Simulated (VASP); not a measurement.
Set up this calculation in VASP 6.6.1, as the native input.

```
Task                    : density of states
Functional              : PBE
Potentials or basis     : VASP PAW PBE potentials, release 64 (Ge_d)
Cutoff                  : 520 eV
k mesh                  : 17 × 17 × 15
Occupations             : fermi-dirac, width 0.1 eV
Spin                    : no spin polarisation
Dipole correction       : no
k mesh for the DOS      : 26 × 26 × 23
Occupations for the DOS : tetrahedron
Further INCAR settings  : ALGO = Normal; EDIFF = 1e-06; NBANDS = 13
```

The system is Ge.

```
Ge
1.0
     2.88013    0.00000    0.00000
    -1.44007    2.49427    0.00000
     0.00000    0.00000    2.69912
Ge
1
Cartesian
  0.0000 0.0000 0.0000
```

The input as run:

POSCAR

```
Ge
1.0
    2.8801323128      0.0000000000      0.0000000000
   -1.4400661564      2.4942677492      0.0000000000
    0.0000000000      0.0000000000      2.6991248732
Ge
1
Direct
    0.0000000000      0.0000000000      0.0000000000
```

INCAR.step1

```
SYSTEM = Ge
ALGO = Normal
EDIFF = 1E-6
ENCUT = 520
GGA = PE
ISIF = 2
ISMEAR = -1
LASPH = .TRUE.
LCHARG = .TRUE.
LREAL = .FALSE.
LWAVE = .FALSE.
NBANDS = 13
NELM = 100
PREC = Accurate
SIGMA = 0.1
```

KPOINTS.step1

```
k-points
0
G
  17 17 15
  0 0 0
```

INCAR.step2

```
SYSTEM = Ge
ALGO = Normal
EDIFF = 1E-6
ENCUT = 520
GGA = PE
ICHARG = 11
ISIF = 2
ISMEAR = -5
LASPH = .TRUE.
LCHARG = .FALSE.
LORBIT = 10
LREAL = .FALSE.
LWAVE = .FALSE.
NBANDS = 13
NEDOS = 2001
NELM = 100
PREC = Accurate
SIGMA = 0.1
```

KPOINTS.step2

```
k-points
0
G
  26 26 23
  0 0 0
```

Potentials or basis: VASP PAW PBE potentials, release 64 (Ge_d).

Launch:

```sh
$ cat potpaw_PBE.64/Ge_d/POTCAR > POTCAR
$ cp INCAR.step1 INCAR
$ cp KPOINTS.step1 KPOINTS
$ mpirun -np 1 vasp_std > vasp.out
$ cp INCAR.step2 INCAR
$ cp KPOINTS.step2 KPOINTS
$ mpirun -np 1 vasp_std > vasp.out
```

Results of the run:

```yaml
Valence_electrons_inside_the_program's_atomic_spheres: Ge 12.22
```

Wall time 44 s on 1 thread of Intel(R) Xeon(R) 6975P-C (Granite Rapids) (shared host), peak memory 0.32 GiB.
